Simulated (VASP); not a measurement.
Wanted: the native input for a VASP 6.6.1 run.

- Task: single point
- Functional: PBE
- Potentials or basis: VASP PAW PBE potentials, release 64 (Nb_sv, P, O)
- Cutoff: 520 eV
- k mesh: 4 × 4 × 4
- Occupations: gaussian, width 0.1 eV
- Spin: no spin polarisation
- Dipole correction: no
- Further INCAR settings: ALGO = Normal; EDIFF = 1e-06; NBANDS = 30

The structure of NbPO4 lies in POSCAR:

```
NbPO4
1.0
    0.0000000000      3.2758386400      3.2758386400
    3.2758386400      0.0000000000      3.2758386400
    3.2758386400      3.2758386400      0.0000000000
Nb P O
1 1 4
Direct
    0.0000000000      0.0000000000      0.0000000000
    0.5000000000      0.5000000000      0.5000000000
    0.6189999900      0.1270000000      0.1270000000
    0.1270000000      0.1270000000      0.1270000000
    0.1270000000      0.6189999900      0.1270000000
    0.1270000000      0.1270000000      0.6189999900
```

The cell was built from a structure type or drawn by symmetry, and may not be a known phase.

The input as run:

INCAR

```
ALGO = Normal ; EDIFF = 1E-6
ENCUT = 520 ; GGA = PE
ISIF = 2 ; ISMEAR = 0
LASPH = True ; LCHARG = True
LELF = True ; LREAL = False
LVHAR = True ; LWAVE = False
NBANDS = 30 ; NELM = 60
PREC = Accurate ; SIGMA = 0.1
```

KPOINTS

```
k-points
0
Gamma
  4 4 4
```

Potentials or basis: VASP PAW PBE potentials, release 64 (Nb_sv, P, O).

Command:

```bash
$ cat potpaw_PBE.64/Nb_sv/POTCAR potpaw_PBE.64/P/POTCAR potpaw_PBE.64/O/POTCAR > POTCAR
$ mpirun -np 1 vasp_std > vasp.out
```

Results of the run:

```
Pressure               : 168.6 GPa
Largest force          : 34.419 eV/Å
Band gap on the k mesh : zero (bands 21 and 22 overlap by 0.58 eV)
```

Caveat: the k points lie up to 0.42 Å⁻¹ apart, too coarse for converged energies and pressures of a metal; atoms lie so close that the PAW spheres overlap strongly, which falsifies energies and pressures; forces of over 1 eV/Å act on the atoms, so gaps and moduli don't describe the material at rest.

Run time: 38 s on 1 thread of Intel(R) Xeon(R) Platinum 8488C (Sapphire Rapids), on a shared host, peak memory 0.2 GiB.
